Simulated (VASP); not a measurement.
# V (Fd-3m) in VASP: notebook

Runs on V. Level: BLYP. Tasks: single point.

Program: VASP 6.6.1. These are calculated values, not measurements. Logs are shortened: lines on timing, memory, paths and dates and some standing lists are left out, and cuts for length are marked.

**1. The cell of the first run**

The structure is cubic, space group Fd-3m (No. 227). Conventional cell: a = 5.482 Å, b = 5.482 Å, c = 5.482 Å, α = 90.00°, β = 90.00°, γ = 90.00°. V (site symmetry -43m) has 4 V at 2.37 Å within 3.1 Å.

This isn't the form of V at room conditions, which is bcc.

**2. Single point, BLYP (20.60 Å³/atom)**

INCAR

```
PREC = Accurate ; ENCUT = 520
EDIFF = 1E-6 ; ISMEAR = -1
SIGMA = 0.1 ; LREAL = False
LASPH = True ; NELM = 80
ALGO = Normal ; ISIF = 2
LWAVE = False ; LCHARG = False
GGA = B5 ; ALDAX = 1.0
AGGAX = 1.0 ; AGGAC = 1.0
ALDAC = 0.0 ; NBANDS = 20
```

KPOINTS

```
Automatic mesh
0
Gamma
  17 17 17
```

POSCAR

```
V
1.0
    0.0000000000      2.7410799200      2.7410799200
    2.7410799200      0.0000000000      2.7410799200
    2.7410799200      2.7410799200      0.0000000000
V
2
Direct
    0.1250000000      0.1250000000      0.1250000000
    0.8750000000      0.8750000000      0.8750000000
```

Potentials or basis: VASP PAW PBE potentials, release 64 (V_sv).

Command:

```sh
cat potpaw_PBE.64/V_sv/POTCAR > POTCAR
mpirun -np 1 vasp_std > vasp.out
```

OUTCAR:

```text
PREC = Accurate
   ENCUT = 520
   EDIFF = 1E-6
   ISMEAR = -1
   LREAL = False
   LASPH = True
   NELM = 80
   ISIF = 2
   GGA = B5

 ion  position               nearest neighbor table
   1  0.125  0.125  0.125-   2 2.37   2 2.37   2 2.37   2 2.37
   2  0.875  0.875  0.875-   1 2.37   1 2.37   1 2.37   1 2.37

  LATTYP: Found a face centered cubic cell.
 ALAT       =     5.4821598400

  Lattice vectors:

 A1 = (   0.0000000000,   2.7410799200,   2.7410799200)
 A2 = (   2.7410799200,   0.0000000000,   2.7410799200)
 A3 = (   2.7410799200,   2.7410799200,   0.0000000000)

Analysis of symmetry for initial positions (statically):
=====================================================================
 Subroutine PRICEL returns:
 Original cell was already a primitive cell.

 Routine SETGRP: Setting up the symmetry group for a
 face centered cubic supercell.

 Subroutine GETGRP returns: Found 48 space group operations
 (whereof 12 operations were pure point group operations)
 out of a pool of 48 trial point group operations.

The static configuration has the point symmetry D_3d.
 The point group associated with its full space group is O_h .

Analysis of symmetry for dynamics (positions and initial velocities):
=====================================================================
 Subroutine PRICEL returns:
 Original cell was already a primitive cell.

 Routine SETGRP: Setting up the symmetry group for a
 face centered cubic supercell.

 Subroutine GETGRP returns: Found 48 space group operations
 (whereof 12 operations were pure point group operations)
 out of a pool of 48 trial point group operations.

The dynamic configuration has the point symmetry D_3d.
 The point group associated with its full space group is O_h .

 Subroutine INISYM returns: Found 48 space group operations
 (whereof 12 operations are pure point group operations),
 and found     1 'primitive' translations

----------------------------------------------------------------------------------------

                                     Primitive cell

  volume of cell :      41.1903

  direct lattice vectors                    reciprocal lattice vectors
     0.000000000  2.741079920  2.741079920    -0.182409858  0.182409858  0.182409858
     2.741079920  0.000000000  2.741079920     0.182409858 -0.182409858  0.182409858
     2.741079920  2.741079920  0.000000000     0.182409858  0.182409858 -0.182409858

  length of vectors
     3.876472398  3.876472398  3.876472398     0.315943143  0.315943143  0.315943143

  position of ions in fractional coordinates (direct lattice)
     0.125000000  0.125000000  0.125000000
     0.875000000  0.875000000  0.875000000

  ion indices of the primitive-cell ions
   primitive index   ion index
                 1           1
                 2           2

----------------------------------------------------------------------------------------

 KPOINTS: Automatic mesh

Automatic generation of k-mesh.
 Grid dimensions read from file:
 generate k-points for:   17   17   17

 Generating k-lattice:

  Cartesian coordinates                     Fractional coordinates (reciprocal lattice)
    -0.010729992  0.010729992  0.010729992     0.058823529  0.000000000  0.000000000
     0.010729992 -0.010729992  0.010729992     0.000000000  0.058823529  0.000000000
     0.010729992  0.010729992 -0.010729992     0.000000000  0.000000000  0.058823529

  Length of vectors
     0.018584891  0.018584891  0.018584891

  Shift w.r.t. Gamma in fractional coordinates (k-lattice)
     0.000000000  0.000000000  0.000000000

 Subroutine IBZKPT returns following result:
 ===========================================

 Found    165 irreducible k-points:

 Following reciprocal coordinates:
            Coordinates               Weight
  0.000000  0.000000  0.000000      1.000000
  0.058824  0.000000  0.000000      8.000000
  0.117647  0.000000  0.000000      8.000000
  0.176471  0.000000  0.000000      8.000000
  0.235294  0.000000  0.000000      8.000000
  0.294118  0.000000  0.000000      8.000000
[... 16 lines left out ...]
 -0.176471  0.058824  0.000000     24.000000
 -0.117647  0.058824  0.000000     24.000000
 [... further k-points ...]
   k-points           NKPTS =    165   k-points in BZ     NKDIM =    165   number of bands    NBANDS=     20
   number of dos      NEDOS =    301   number of ions     NIONS =      2
   total plane-waves  NPLWV =  27000
   dimension x,y,z NGX =    30 NGY =   30 NGZ =   30
   dimension x,y,z NGXF=    60 NGYF=   60 NGZF=   60
   ions per type =               2
   NGX,Y,Z   is equivalent  to a cutoff of  12.87, 12.87, 12.87 a.u.
   NGXF,Y,Z  is equivalent  to a cutoff of  25.73, 25.73, 25.73 a.u.
 SYSTEM =  unknown system
   PREC   = accura    normal or accurate (medium, high low for compatibility)
   ISTART =      0    job   : 0-new  1-cont  2-samecut
   ICHARG =      2    charge: 1-file 2-atom 10-const
   ISPIN  =      1    spin polarized calculation?
   LNONCOLLINEAR =      F non collinear calculations
   LSORBIT =      F    spin-orbit coupling
   LASPH  =      T    aspherical Exc in radial PAW
   ENCUT  =  520.0 eV  38.22 Ry    6.18 a.u.   7.21  7.21  7.21*2*pi/ulx,y,z
   NELM   =     80;   NELMIN=  2; NELMDL= -5     # of ELM steps
   EDIFF  = 0.1E-05   stopping-criterion for ELM
   LREAL  =      F    real-space projection
   EDIFFG = 0.1E-04   stopping-criterion for IOM
   NSW    =      0    number of steps for IOM
   IBRION =     -1    ionic relax: 0-MD 1-quasi-New 2-CG
   NFREE  =      0    steps in history (QN), initial steepest desc. (CG)
   ISIF   =      2    stress and relaxation
   ISYM   =      2    0-nonsym 1-usesym 2-fastsym
   POTIM  = 0.5000    time-step for ionic-motion
   TEBEG  =    0.0;   TEEND  =   0.0 temperature during run
   PSTRESS=    0.0 pullay stress
   NELECT =      26.0000    total number of electrons
   NUPDOWN=      -1.0000    fix difference up-down
   EMIN   =  10.00;   EMAX   =-10.00  energy-range for DOS
   EFERMI =   0.00;   METHOD = LEGACY
   ISMEAR =    -1;   SIGMA  =   0.10  broadening in eV -4-tet -1-fermi 0-gaus
   EFERMI_NEDOS =   21; number of points for ismear=-14 and -15
   IALGO  =     38    algorithm
   IMIX   =      4    mixing-type and parameters
     AMIX     =   0.40;   BMIX     =  1.00
     AMIX_MAG =   1.60;   BMIX_MAG =  1.00
  volume/ion in A,a.u.               =      20.60       138.98
  Fermi-wavevector in a.u.,A,eV,Ry     =   1.404325  2.653789 26.832435  1.972128
  Thomas-Fermi vector in A             =   2.526898
   LORBIT       =      0    0 simple, 1 ext, 2 COOP (PROOUT), +10 PAW based schemes
   GGA     = B5    functional components
   LHFCALC =     F    Hartree Fock is set to
   AEXX    =    0.0000 exact exchange contribution
   IVDW    =     0    specifies the selected vdW correction
   LEPSILON=     F    determine dielectric tensor
   LRPA    =     F    only Hartree local field effects (RPA)
 non-spin polarized calculation
  energy-cutoff  :      520.00
  volume of cell :       41.19
 maximum number of plane-waves:      1125
 NGX is ok and might be reduce to    30
   NGX = 15   NGY = 15   NGZ = 15

 number of electron      26.0000003 magnetization

 Free energy of the ion-electron system (eV)
  ---------------------------------------------------
  ext. energy  EPLUGINS =         0.00000000
  ---------------------------------------------------
  free energy    TOTEN  =       -11.77641919 eV

  energy without entropy =      -11.58676389  energy(sigma->0) =      -11.68159154

 E-fermi :   5.7297     XC(G=0):  -9.8037

 val. band max:        5.7281307748   @ k =  -0.1176   0.1176   0.0000
 cond. band min:       5.7298325323   @ k =   0.2941   0.0588   0.0000
 fundamental gap:      0.0017017575
 Fermi energy:         5.7297385751

 k-point     1 :       0.0000    0.0000    0.0000
  band No.  band energies     occupation
      1     -57.6541      2.00000
      2     -57.2068      2.00000
      3     -31.8519      2.00000
      4     -31.8519      2.00000
      5     -31.8519      2.00000
      6     -31.1951      2.00000
[... 12 lines left out ...]
     19       9.0952      0.00000
     20      18.2245      0.00000

 k-point     2 :       0.0588    0.0000    0.0000
  band No.  band energies     occupation
      1     -57.6513      2.00000
      2     -57.2097      2.00000
      3     -31.8548      2.00000
      4     -31.8548      2.00000
      5     -31.8518      2.00000
      6     -31.1957      2.00000
[... 12 lines left out ...]
     19       9.0924      0.00000
     20      17.0230      0.00000

 k-point     3 :       0.1176    0.0000    0.0000
  band No.  band energies     occupation
      1     -57.6430      2.00000
      2     -57.2182      2.00000
      3     -31.8631      2.00000
      4     -31.8631      2.00000
      5     -31.8518      2.00000
      6     -31.1971      2.00000
[... 12 lines left out ...]
     19       9.0825      0.00000
     20      15.6466      0.00000

 k-point     4 :       0.1765    0.0000    0.0000
  band No.  band energies     occupation
      1     -57.6298      2.00000
      2     -57.2318      2.00000
      3     -31.8754      2.00000
      4     -31.8754      2.00000
      5     -31.8519      2.00000
      6     -31.1991      2.00000
[... 12 lines left out ...]
     19       9.0615      0.00000
     20      14.3194      0.00000

 k-point     5 :       0.2353    0.0000    0.0000
  band No.  band energies     occupation
      1     -57.6126      2.00000
      2     -57.2494      2.00000
      3     -31.8896      2.00000
      4     -31.8896      2.00000
      5     -31.8523      2.00000
      6     -31.2013      2.00000
[... 12 lines left out ...]
     19       9.0240      0.00000
     20      13.0658      0.00000
[... 353 lines left out ...]
      6     -31.2169      2.00000
[... 12 lines left out ...]
     19       9.0610      0.00000
     20      11.5638      0.00000

 k-point    22 :      -0.2353    0.0588    0.0000
  band No.  band energies     occupation
      1     -57.6039      2.00000
      2     -57.2584      2.00000
      3     -31.9114      2.00000
      4     -31.8909      2.00000
      5     -31.8404      2.00000
      6     -31.2130      2.00000
[... 12 lines left out ...]
     19       9.1130      0.00000
     20      12.6727      0.00000

 k-point    23 :      -0.1765    0.0588    0.0000
  band No.  band energies     occupation
      1     -57.6221      2.00000
      2     -57.2397      2.00000
      3     -31.8952      2.00000
      4     -31.8768      2.00000
      5     -31.8429      2.00000
      6     -31.2085      2.00000
[... 12 lines left out ...]
     19       9.1361      0.00000
     20      13.8953      0.00000

 k-point    24 :      -0.1176    0.0588    0.0000
  band No.  band energies     occupation
      1     -57.6367      2.00000
      2     -57.2247      2.00000
      3     -31.8790      2.00000
      4     -31.8649      2.00000
      5     -31.8457      2.00000
      6     -31.2039      2.00000
[... 12 lines left out ...]
     19       9.1362      0.00000
     20      15.1956      0.00000

 [... further k-points ...]
[... 5 lines left out ...]
  --------------------------------------------------------------------------------------
  -------------------------------------------------------------------------------------
  Total       -0.4478486     -0.4478486     -0.4478486      0.0000000      0.0000000      0.0000000
  in kB      -17.4199419    -17.4199419    -17.4199419      0.0000000      0.0000000      0.0000000
  external PRESSURE =     -17.4199419 kB  Pullay stress =       0.0000000 kB

 VOLUME and BASIS-vectors are now :
 -----------------------------------------------------------------------------
  energy-cutoff  :      520.00
  volume of cell :       41.19
      direct lattice vectors                 reciprocal lattice vectors
     0.000000000  2.741079920  2.741079920    -0.182409858  0.182409858  0.182409858
     2.741079920  0.000000000  2.741079920     0.182409858 -0.182409858  0.182409858
     2.741079920  2.741079920  0.000000000     0.182409858  0.182409858 -0.182409858

 POSITION                                       TOTAL-FORCE (eV/Angst)
 -----------------------------------------------------------------------------------
      0.68527      0.68527      0.68527        -0.000000     -0.000000     -0.000000
      4.79689      4.79689      4.79689         0.000000      0.000000      0.000000
 -----------------------------------------------------------------------------------
    total drift:                               -0.000000      0.000000      0.000000

  FREE ENERGIE OF THE ION-ELECTRON SYSTEM (eV)
  ---------------------------------------------------
  free  energy   TOTEN  =       -11.7764191942 eV

  energy  without entropy=      -11.5867638921  energy(sigma->0) =      -11.68159154
```

It took 2.5 min on 1 thread of Intel Xeon 8259CL, shared host; peak memory 0.24 GiB.

What came out:

```yaml
Free_energy: -11.7764 eV
Pressure: -1.7 GPa
Band_gap_on_the_k_mesh: zero (bands 13 and 14 overlap by 0.81 eV)
```

Levels at points of the mesh, in eV from the Fermi level:
| k point | band 11 | band 12 | band 13 | band 14 | band 15 | band 16 |
| --- | --- | --- | --- | --- | --- | --- |
| (0.00, 0.00, 0.00) | -0.85 | -0.47 | -0.47 | -0.47 | 1.37 | 1.37 |

Caveat: the PAW data sets were made with another functional, which shifts forces and pressure a little.

**3. Single point, BLYP (21.39 Å³/atom)**

This run uses another cell than the first one, of 21.39 Å³/atom.

INCAR

```
  PREC = Accurate
  ENCUT = 520
  EDIFF = 1E-7
  ISMEAR = -1
  SIGMA = 0.1
  LREAL = False
  LASPH = True
  NELM = 80
  ALGO = Normal
  ISIF = 2
  LWAVE = False
  LCHARG = True
  GGA = B5
  ALDAX = 1.0
  AGGAX = 1.0
  AGGAC = 1.0
  ALDAC = 0.0
  LELF = True
  LVHAR = True
  NBANDS = 20
```

KPOINTS

```
regular mesh
0
Gamma
  17 17 17
```

POSCAR

```
V
1.0
    0.0000000000      2.7757808179      2.7757808179
    2.7757808179      0.0000000000      2.7757808179
    2.7757808179      2.7757808179      0.0000000000
V
2
Direct
    0.1250000000      0.1250000000      0.1250000000
    0.8750000000      0.8750000000      0.8750000000
```

Potentials or basis: VASP PAW PBE potentials, release 64 (V_sv).

Command:

```sh
cat potpaw_PBE.64/V_sv/POTCAR > POTCAR
mpirun -np 1 vasp_std > vasp.out
```

OUTCAR:

```text
PREC = Accurate
   ENCUT = 520
   EDIFF = 1E-7
   ISMEAR = -1
   LREAL = False
   LASPH = True
   NELM = 80
   ISIF = 2
   GGA = B5

 ion  position               nearest neighbor table
   1  0.125  0.125  0.125-   2 2.40   2 2.40   2 2.40   2 2.40
   2  0.875  0.875  0.875-   1 2.40   1 2.40   1 2.40   1 2.40

  LATTYP: Found a face centered cubic cell.
 ALAT       =     5.5515616358

  Lattice vectors:

 A1 = (   0.0000000000,   2.7757808179,   2.7757808179)
[... 739 lines left out ...]

------------------------ aborting loop because EDIFF is reached ----------------------------------------

  FORCE on cell =-STRESS in cart. coord.  units (eV):
  Direction    XX          YY          ZZ          XY          YZ          ZX
  --------------------------------------------------------------------------------------
  -------------------------------------------------------------------------------------
  Total       -0.9164005     -0.9164005     -0.9164005      0.0000000     -0.0000000      0.0000000
  in kB      -34.3249893    -34.3249893    -34.3249893      0.0000000     -0.0000000      0.0000000
  external PRESSURE =     -34.3249893 kB  Pullay stress =       0.0000000 kB

 VOLUME and BASIS-vectors are now :
 -----------------------------------------------------------------------------
  energy-cutoff  :      520.00
  volume of cell :       42.77
      direct lattice vectors                 reciprocal lattice vectors
     0.000000000  2.775780818  2.775780818    -0.180129496  0.180129496  0.180129496
     2.775780818  0.000000000  2.775780818     0.180129496 -0.180129496  0.180129496
     2.775780818  2.775780818  0.000000000     0.180129496  0.180129496 -0.180129496

 POSITION                                       TOTAL-FORCE (eV/Angst)
 -----------------------------------------------------------------------------------
      0.69395      0.69395      0.69395        -0.000000      0.000000      0.000000
      4.85762      4.85762      4.85762         0.000000     -0.000000     -0.000000
 -----------------------------------------------------------------------------------
    total drift:                               -0.000000      0.000000      0.000000

  FREE ENERGIE OF THE ION-ELECTRON SYSTEM (eV)
  ---------------------------------------------------
  free  energy   TOTEN  =       -11.7511679009 eV

  energy  without entropy=      -11.5504004833  energy(sigma->0) =      -11.65078419
```

Wall time 3.5 min (1 thread of Intel Xeon 8259CL, shared host); peak memory 0.25 GiB.

Results:

```yaml
Free_energy: -11.7512 eV
Pressure: -3.4 GPa
Band_gap_on_the_k_mesh: zero (bands 13 and 14 overlap by 0.78 eV)
```

Levels at points of the mesh, in eV from the Fermi level:
| k point | band 11 | band 12 | band 13 | band 14 | band 15 | band 16 |
| --- | --- | --- | --- | --- | --- | --- |
| (0.00, 0.00, 0.00) | -0.77 | -0.45 | -0.45 | -0.45 | 1.33 | 1.33 |

Caveat: the cell stands under tension; the PAW data sets were made with another functional, which shifts forces and pressure a little.
